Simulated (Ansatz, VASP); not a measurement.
Mo in VASP and in Ansatz

```
Mo
1.0
    -1.56479    1.56479    1.56479
     1.56479   -1.56479    1.56479
     1.56479    1.56479   -1.56479
Mo
1
Direct
  0.00000 0.00000 0.00000
```

Alike in both runs: functional PBEsol; k mesh 24 × 24 × 24; no spin polarisation.

Ansatz relaxed the structure, and its values are those at the end. VASP's run is a single point on that final structure, the one shown.

|  | VASP | Ansatz |
| --- | --- | --- |
| version | VASP 6.6.1 | Ansatz 0.2.0 |
| potentials or method | VASP PAW PBE potentials, release 64 (Mo_sv) | plane-wave PAW, scalar-relativistic |
| plane-wave cutoff (eV) | 520 | 420 |
| occupations | methfessel-paxton of order 1, width 0.1 eV | cold, width 0.1 eV |
| valence electrons in the cell | 14 | 14 |

```tsv
	VASP	Ansatz	Ansatz less VASP
pressure (GPa)	0.5	0.0	-0.51
```

VASP's potentials were made for PBE, not for PBEsol, and Ansatz warns of the same on its side.
